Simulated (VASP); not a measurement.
# F (C2/m) in VASP: a series of runs

The runs below take F through single point, with PBEsol.

Program: VASP 6.6.1. These are calculated values, not measurements. Logs are shortened: lines on timing, memory, paths and dates and some standing lists are left out, and cuts for length are marked.

## (1) The cell of the first run

Symmetry: C2/m, No. 12, monoclinic system. Conventional cell: a = 6.089 Å, b = 3.379 Å, c = 7.152 Å, α = 90.00°, β = 113.16°, γ = 90.00°. F (site symmetry m) has 1 F at 1.34 Å within 1.8 Å. F (site symmetry m) has 1 F at 1.33 Å within 1.8 Å.

## (2) Single point, PBEsol

Contents of INCAR:

```
PREC = Accurate ; ENCUT = 520
EDIFF = 1E-6 ; ISMEAR = 0
SIGMA = 0.05 ; LREAL = False
LASPH = True ; NELM = 100
ALGO = Normal ; ISIF = 2
LWAVE = False ; LCHARG = False
GGA = PS ; NBANDS = 22
```

Contents of KPOINTS:

```
Automatic mesh
0
Gamma
  4 4 2
```

Contents of POSCAR:

```
F
1.0
    3.0353810981     -1.6894611154     -0.2341147761
    3.0353810981      1.6894611154     -0.2341147761
   -2.2988599477      0.0000000000      6.7726580907
F
4
Direct
    0.0848459664      0.0848459664      0.0940038325
    0.9151540336      0.9151540336      0.9059961675
    0.5015719855      0.5015719855      0.5937195244
    0.4984280145      0.4984280145      0.4062804756
```

Potentials or basis: VASP PAW PBE potentials, release 64 (F).

Run with:

```console
$ cat potpaw_PBE.64/F/POTCAR > POTCAR
$ mpirun -np 1 vasp_std > vasp.out
```

OUTCAR:

```text
PREC = Accurate
   ENCUT = 520
   EDIFF = 1E-6
   ISMEAR = 0
   LREAL = False
   LASPH = True
   NELM = 100
   ISIF = 2
   GGA = PS

 ion  position               nearest neighbor table
   1  0.085  0.085  0.094-   2 1.34
   2  0.915  0.915  0.906-   1 1.34
   3  0.502  0.502  0.594-   4 1.33
   4  0.498  0.498  0.406-   3 1.33

  LATTYP: Found a base centered monoclinic cell.
 ALAT       =     6.0887923726
 B/A-ratio  =     0.5549412797
 C/A-ratio  =     1.1746464453
 COS(beta)  =    -0.3932887867

  Lattice vectors:

 A1 = (   3.0353810981,  -1.6894611154,  -0.2341147761)
 A2 = (   3.0353810981,   1.6894611154,  -0.2341147761)
 A3 = (  -2.2988599477,   0.0000000000,   6.7726580907)

Analysis of symmetry for initial positions (statically):
=====================================================================
 Subroutine PRICEL returns:
 Original cell was already a primitive cell.

 Routine SETGRP: Setting up the symmetry group for a
 base centered monoclinic supercell.

 Subroutine GETGRP returns: Found  4 space group operations
 (whereof  4 operations were pure point group operations)
 out of a pool of  4 trial point group operations.

The static configuration has the point symmetry C_2h.

Analysis of symmetry for dynamics (positions and initial velocities):
=====================================================================
 Subroutine PRICEL returns:
 Original cell was already a primitive cell.

 Routine SETGRP: Setting up the symmetry group for a
 base centered monoclinic supercell.

 Subroutine GETGRP returns: Found  4 space group operations
 (whereof  4 operations were pure point group operations)
 out of a pool of  4 trial point group operations.

The dynamic configuration has the point symmetry C_2h.

 Subroutine INISYM returns: Found  4 space group operations
 (whereof  4 operations are pure point group operations),
 and found     1 'primitive' translations

----------------------------------------------------------------------------------------

                                     Primitive cell

  volume of cell :      67.6440

  direct lattice vectors                    reciprocal lattice vectors
     3.035381098 -1.689461115 -0.234114776     0.169152364 -0.295952357  0.057415802
     3.035381098  1.689461115 -0.234114776     0.169152364  0.295952357  0.057415802
    -2.298859948  0.000000000  6.772658091     0.011694394  0.000000000  0.151621972

  length of vectors
     3.481756310  3.481756310  7.152178317     0.345683228  0.345683228  0.152072290

  position of ions in fractional coordinates (direct lattice)
     0.084845966  0.084845966  0.094003833
     0.915154034  0.915154034  0.905996167
     0.501571986  0.501571986  0.593719524
     0.498428014  0.498428014  0.406280476

  ion indices of the primitive-cell ions
   primitive index   ion index
                 1           1
                 2           2
                 3           3
                 4           4

----------------------------------------------------------------------------------------

 KPOINTS: Automatic mesh

Automatic generation of k-mesh.
 Grid dimensions read from file:
 generate k-points for:    4    4    2

 Generating k-lattice:

  Cartesian coordinates                     Fractional coordinates (reciprocal lattice)
     0.042288091 -0.073988089  0.014353950     0.250000000  0.000000000  0.000000000
     0.042288091  0.073988089  0.014353950     0.000000000  0.250000000  0.000000000
     0.005847197  0.000000000  0.075810986     0.000000000  0.000000000  0.500000000

  Length of vectors
     0.086420807  0.086420807  0.076036145

  Shift w.r.t. Gamma in fractional coordinates (k-lattice)
     0.000000000  0.000000000  0.000000000

 Subroutine IBZKPT returns following result:
 ===========================================

 Found     14 irreducible k-points:

 Following reciprocal coordinates:
            Coordinates               Weight
  0.000000  0.000000  0.000000      1.000000
  0.250000 -0.000000  0.000000      4.000000
  0.500000 -0.000000  0.000000      2.000000
  0.250000  0.250000  0.000000      2.000000
  0.500000  0.250000 -0.000000      4.000000
 -0.250000  0.250000  0.000000      2.000000
  0.500000  0.500000  0.000000      1.000000
  0.000000  0.000000  0.500000      1.000000
  0.250000 -0.000000  0.500000      4.000000
  0.500000  0.000000  0.500000      2.000000
  0.250000  0.250000  0.500000      2.000000
  0.500000  0.250000  0.500000      4.000000
 -0.250000  0.250000  0.500000      2.000000
  0.500000  0.500000  0.500000      1.000000
   k-points           NKPTS =     14   k-points in BZ     NKDIM =     14   number of bands    NBANDS=     22
   number of dos      NEDOS =    301   number of ions     NIONS =      4
   total plane-waves  NPLWV =  42336
   dimension x,y,z NGX =    28 NGY =   28 NGZ =   54
   dimension x,y,z NGXF=    56 NGYF=   56 NGZF=  108
   ions per type =               4
   NGX,Y,Z   is equivalent  to a cutoff of  13.37, 13.37, 12.55 a.u.
   NGXF,Y,Z  is equivalent  to a cutoff of  26.74, 26.74, 25.10 a.u.
 SYSTEM =  unknown system
   PREC   = accura    normal or accurate (medium, high low for compatibility)
   ISTART =      0    job   : 0-new  1-cont  2-samecut
   ICHARG =      2    charge: 1-file 2-atom 10-const
   ISPIN  =      1    spin polarized calculation?
   LNONCOLLINEAR =      F non collinear calculations
   LSORBIT =      F    spin-orbit coupling
   LASPH  =      T    aspherical Exc in radial PAW
   ENCUT  =  520.0 eV  38.22 Ry    6.18 a.u.   6.47  6.47 13.30*2*pi/ulx,y,z
   NELM   =    100;   NELMIN=  2; NELMDL= -5     # of ELM steps
   EDIFF  = 0.1E-05   stopping-criterion for ELM
   LREAL  =      F    real-space projection
   EDIFFG = 0.1E-04   stopping-criterion for IOM
   NSW    =      0    number of steps for IOM
   IBRION =     -1    ionic relax: 0-MD 1-quasi-New 2-CG
   NFREE  =      0    steps in history (QN), initial steepest desc. (CG)
   ISIF   =      2    stress and relaxation
   ISYM   =      2    0-nonsym 1-usesym 2-fastsym
   POTIM  = 0.5000    time-step for ionic-motion
   TEBEG  =    0.0;   TEEND  =   0.0 temperature during run
   PSTRESS=    0.0 pullay stress
   NELECT =      28.0000    total number of electrons
   NUPDOWN=      -1.0000    fix difference up-down
   EMIN   =  10.00;   EMAX   =-10.00  energy-range for DOS
   EFERMI =   0.00;   METHOD = LEGACY
   ISMEAR =     0;   SIGMA  =   0.05  broadening in eV -4-tet -1-fermi 0-gaus
   EFERMI_NEDOS =   21; number of points for ismear=-14 and -15
   IALGO  =     38    algorithm
   IMIX   =      4    mixing-type and parameters
     AMIX     =   0.40;   BMIX     =  1.00
     AMIX_MAG =   1.60;   BMIX_MAG =  1.00
  volume/ion in A,a.u.               =      16.91       114.12
  Fermi-wavevector in a.u.,A,eV,Ry     =   1.220069  2.305596 20.253204  1.488569
  Thomas-Fermi vector in A             =   2.355299
   LORBIT       =      0    0 simple, 1 ext, 2 COOP (PROOUT), +10 PAW based schemes
   GGA     = PS    functional components
   LHFCALC =     F    Hartree Fock is set to
   AEXX    =    0.0000 exact exchange contribution
   IVDW    =     0    specifies the selected vdW correction
   LEPSILON=     F    determine dielectric tensor
   LRPA    =     F    only Hartree local field effects (RPA)
 non-spin polarized calculation
 Gauss-broadening in eV      SIGMA  =   0.05
  energy-cutoff  :      520.00
  volume of cell :       67.64
 maximum number of plane-waves:      1837
 NGX is ok and might be reduce to    28
   NGX = 13   NGY = 13   NGZ = 27

 number of electron      27.9999988 magnetization

 Free energy of the ion-electron system (eV)
  ---------------------------------------------------
  ext. energy  EPLUGINS =         0.00000000
  ---------------------------------------------------
  free energy    TOTEN  =        -7.52784153 eV

  energy without entropy =       -7.52784153  energy(sigma->0) =       -7.52784153

 E-fermi :  -4.6732     XC(G=0):  -7.2713

 val. band max:       -4.9221205742   @ k =   0.5000   0.5000   0.0000
 cond. band min:      -1.1141030428   @ k =   0.0000   0.0000   0.0000
 fundamental gap:      3.8080175314
 Fermi energy:        -4.6732222258

 k-point     1 :       0.0000    0.0000    0.0000
  band No.  band energies     occupation
      1     -31.4640      2.00000
      2     -31.3024      2.00000
      3     -23.3796      2.00000
      4     -23.0085      2.00000
      5     -12.3589      2.00000
      6     -11.5767      2.00000
[... 14 lines left out ...]
     21      15.0911      0.00000
     22      15.3232      0.00000

 k-point     2 :       0.2500   -0.0000    0.0000
  band No.  band energies     occupation
      1     -31.4345      2.00000
      2     -31.2871      2.00000
      3     -23.3132      2.00000
      4     -23.0473      2.00000
      5     -12.2410      2.00000
      6     -11.6787      2.00000
[... 14 lines left out ...]
     21      12.5014      0.00000
     22      14.4199      0.00000

 k-point     3 :       0.5000   -0.0000    0.0000
  band No.  band energies     occupation
      1     -31.4045      2.00000
      2     -31.2723      2.00000
      3     -23.2038      2.00000
      4     -23.1284      2.00000
      5     -11.9851      2.00000
      6     -11.9169      2.00000
[... 14 lines left out ...]
     21      11.3211      0.00000
     22      11.7435      0.00000

 k-point     4 :       0.2500    0.2500    0.0000
  band No.  band energies     occupation
      1     -31.4300      2.00000
      2     -31.2933      2.00000
      3     -23.2730      2.00000
      4     -23.1128      2.00000
      5     -12.1528      2.00000
      6     -11.8092      2.00000
[... 14 lines left out ...]
     21      12.3452      0.00000
     22      13.5332      0.00000

 k-point     5 :       0.5000    0.2500   -0.0000
  band No.  band energies     occupation
      1     -31.4055      2.00000
      2     -31.2726      2.00000
      3     -23.2245      2.00000
      4     -23.1316      2.00000
      5     -12.0100      2.00000
      6     -11.8992      2.00000
[... 14 lines left out ...]
     21      11.3048      0.00000
     22      12.5060      0.00000

 k-point     6 :      -0.2500    0.2500    0.0000
  band No.  band energies     occupation
      1     -31.4102      2.00000
      2     -31.2665      2.00000
      3     -23.2800      2.00000
      4     -23.0511      2.00000
      5     -12.1630      2.00000
      6     -11.7047      2.00000
[... 14 lines left out ...]
     21      10.7444      0.00000
     22      12.2802      0.00000

 k-point     7 :       0.5000    0.5000    0.0000
  band No.  band energies     occupation
      1     -31.4064      2.00000
      2     -31.2729      2.00000
      3     -23.2449      2.00000
      4     -23.1352      2.00000
      5     -12.0395      2.00000
      6     -11.8730      2.00000
[... 14 lines left out ...]
     21      12.0623      0.00000
     22      13.1022      0.00000

 k-point     8 :       0.0000    0.0000    0.5000
  band No.  band energies     occupation
      1     -31.4494      2.00000
      2     -31.3177      2.00000
      3     -23.2339      2.00000
      4     -23.1592      2.00000
      5     -12.0201      2.00000
      6     -11.9471      2.00000
[... 14 lines left out ...]
     21      15.4372      0.00000
     22      15.7930      0.00000

 k-point     9 :       0.2500   -0.0000    0.5000
  band No.  band energies     occupation
      1     -31.4299      2.00000
      2     -31.2920      2.00000
      3     -23.2671      2.00000
      4     -23.0953      2.00000
      5     -12.1191      2.00000
      6     -11.7973      2.00000
[... 14 lines left out ...]
     21      11.8863      0.00000
     22      12.6413      0.00000

 k-point    10 :       0.5000    0.0000    0.5000
  band No.  band energies     occupation
      1     -31.4098      2.00000
      2     -31.2663      2.00000
      3     -23.2799      2.00000
      4     -23.0513      2.00000
      5     -12.1510      2.00000
      6     -11.7044      2.00000
[... 14 lines left out ...]
     21      11.0056      0.00000
     22      13.0238      0.00000

 k-point    11 :       0.2500    0.2500    0.5000
  band No.  band energies     occupation
      1     -31.4334      2.00000
      2     -31.2896      2.00000
      3     -23.3095      2.00000
      4     -23.0758      2.00000
      5     -12.2086      2.00000
      6     -11.7300      2.00000
[... 14 lines left out ...]
     21      12.1758      0.00000
     22      12.6918      0.00000

 k-point    12 :       0.5000    0.2500    0.5000
  band No.  band energies     occupation
      1     -31.4080      2.00000
      2     -31.2698      2.00000
      3     -23.2635      2.00000
      4     -23.0917      2.00000
      5     -12.1253      2.00000
      6     -11.7893      2.00000
[... 14 lines left out ...]
     21      10.3925      0.00000
     22      12.2147      0.00000

 k-point    13 :      -0.2500    0.2500    0.5000
  band No.  band energies     occupation
      1     -31.4046      2.00000
      2     -31.2724      2.00000
      3     -23.2040      2.00000
      4     -23.1286      2.00000
      5     -11.9760      2.00000
      6     -11.9129      2.00000
[... 14 lines left out ...]
     21      11.7374      0.00000
     22      11.7872      0.00000

 k-point    14 :       0.5000    0.5000    0.5000
  band No.  band energies     occupation
      1     -31.4056      2.00000
      2     -31.2735      2.00000
      3     -23.2275      2.00000
      4     -23.1521      2.00000
      5     -12.0214      2.00000
      6     -11.9586      2.00000
[... 14 lines left out ...]
     21      10.0885      0.00000
     22      10.4212      0.00000

------------------------ aborting loop because EDIFF is reached ----------------------------------------

  FORCE on cell =-STRESS in cart. coord.  units (eV):
  Direction    XX          YY          ZZ          XY          YZ          ZX
  --------------------------------------------------------------------------------------
  -------------------------------------------------------------------------------------
  Total        1.3182820     -0.1806084      8.3784233      0.0000000      0.0000000      0.5905413
  in kB       31.2240774     -4.2777873    198.4465722      0.0000000      0.0000000     13.9872263
  external PRESSURE =      75.1309541 kB  Pullay stress =       0.0000000 kB

 VOLUME and BASIS-vectors are now :
 -----------------------------------------------------------------------------
  energy-cutoff  :      520.00
  volume of cell :       67.64
      direct lattice vectors                 reciprocal lattice vectors
     3.035381098 -1.689461115 -0.234114776     0.169152364 -0.295952357  0.057415802
     3.035381098  1.689461115 -0.234114776     0.169152364  0.295952357  0.057415802
    -2.298859948  0.000000000  6.772658091     0.011694394  0.000000000  0.151621972

 POSITION                                       TOTAL-FORCE (eV/Angst)
 -----------------------------------------------------------------------------------
      0.29898      0.00000      0.59693         1.644617      0.000000      3.250856
      3.47292      0.00000      5.70750        -1.644617      0.000000     -3.250856
      1.68005      0.00000      3.78621        -1.147030      0.000000      3.480053
      2.09186      0.00000      2.51822         1.147030      0.000000     -3.480053
 -----------------------------------------------------------------------------------
    total drift:                                0.000000      0.000000     -0.000000

  FREE ENERGIE OF THE ION-ELECTRON SYSTEM (eV)
  ---------------------------------------------------
  free  energy   TOTEN  =        -7.5278415293 eV

  energy  without entropy=       -7.5278415293  energy(sigma->0) =       -7.52784153
```

Run time: 13 s. Hardware: 1 thread of AMD EPYC 9R45 (Zen 5), shared host; peak memory 0.15 GiB.

Results:

| Quantity | Value |
| --- | --- |
| Free energy | -7.5278 eV |
| Pressure | 7.5 GPa |
| Largest force | 3.664 eV/Å |
| Band gap on the k mesh | 3.81 eV, indirect (least direct gap 3.93 eV) |

Forces on the atoms (eV/Å):
```
F    1.645  0.000  3.251
F   -1.645  0.000 -3.251
F   -1.147  0.000  3.480
F    1.147  0.000 -3.480
```

Levels at points of the mesh, in eV from the valence-band top:
```
           k point  band 11  band 12  band 13  band 14  band 15  band 16  band 17  band 18
(0.00, 0.00, 0.00)    -0.45    -0.21    -0.17    -0.13     3.81     4.75     8.52    10.98
(0.50, 0.00, 0.00)    -0.47    -0.41    -0.36    -0.25     4.33     4.42    12.63    12.79
(0.50, 0.50, 0.00)    -0.42    -0.35    -0.25     0.00     4.27     4.38    12.74    13.06
(0.00, 0.00, 0.50)    -0.37    -0.27    -0.20    -0.13     4.19     4.26     9.48     9.49
(0.50, 0.00, 0.50)    -0.63    -0.44    -0.26    -0.09     4.13     4.59    12.57    13.42
(0.50, 0.50, 0.50)    -0.45    -0.34    -0.20    -0.14     4.31     4.40    12.41    12.61
```

Caveat: the k points lie up to 0.54 Å⁻¹ apart; the PAW data sets were made with another functional, which shifts forces and pressure a little.

## (3) Single point, PBEsol

This run uses another cell than the first one, of 17.37 Å³/atom, 1.027 times its volume.

Contents of INCAR:

```
SYSTEM = F
PREC = Accurate
ENCUT = 520
EDIFF = 1E-7
ISMEAR = 0
SIGMA = 0.05
LREAL = .FALSE.
LASPH = .TRUE.
NELM = 100
ALGO = Normal
ISIF = 2
LWAVE = .FALSE.
LCHARG = .FALSE.
GGA = PS
NBANDS = 22
```

Contents of KPOINTS:

```
Automatic mesh
0
G
  4 4 2
  0 0 0
```

Contents of POSCAR:

```
F
1.0
    3.0302010824     -1.7137969053     -0.2337152486
    3.0302010824      1.7137969053     -0.2337152486
   -2.2867897875      0.0000000000      6.8667296518
F
4
Direct
    0.0848459664      0.0848459664      0.0940038325
    0.9151540336      0.9151540336      0.9059961675
    0.5015719855      0.5015719855      0.5937195244
    0.4984280145      0.4984280145      0.4062804756
```

Potentials or basis: VASP PAW PBE potentials, release 64 (F).

Run with:

```console
$ cat potpaw_PBE.64/F/POTCAR > POTCAR
$ mpirun -np 1 vasp_std > vasp.out
```

It took 14 s on 1 thread of AMD EPYC 9R45 (Zen 5), shared host; peak memory 0.15 GiB.

The run converged. Its results:

| Quantity | Value |
| --- | --- |
| Free energy | -7.6354 eV |
| Pressure | 5.4 GPa |
| Largest force | 2.760 eV/Å |
| Band gap on the k mesh | 3.59 eV, indirect (least direct gap 3.71 eV) |

Forces on the atoms (eV/Å):
```
F    1.224  0.000  2.457
F   -1.224  0.000 -2.457
F   -0.848  0.000  2.626
F    0.848  0.000 -2.626
```

Stress tensor (GPa, compression positive):
```
 2.11  0.00  1.04
 0.00 -0.45  0.00
 1.04  0.00 14.65
```

Levels at points of the mesh, in eV from the valence-band top:
| k point | band 12 | band 13 | band 14 | band 15 | band 16 | band 17 |
| --- | --- | --- | --- | --- | --- | --- |
| (0.00, 0.00, 0.00) | -0.20 | -0.15 | -0.11 | 3.59 | 4.50 | 8.55 |
| (0.50, 0.00, 0.00) | -0.38 | -0.34 | -0.23 | 4.10 | 4.18 | 12.61 |
| (0.50, 0.50, 0.00) | -0.33 | -0.23 | 0.00 | 4.04 | 4.16 | 12.79 |
| (0.00, 0.00, 0.50) | -0.24 | -0.20 | -0.12 | 3.97 | 4.05 | 9.48 |
| (0.50, 0.00, 0.50) | -0.41 | -0.25 | -0.09 | 3.90 | 4.35 | 12.54 |
| (0.50, 0.50, 0.50) | -0.32 | -0.20 | -0.13 | 4.08 | 4.17 | 12.46 |

Caveat: the k points lie up to 0.54 Å⁻¹ apart; the PAW data sets were made with another functional, which shifts forces and pressure a little. A k mesh can miss the band edges.
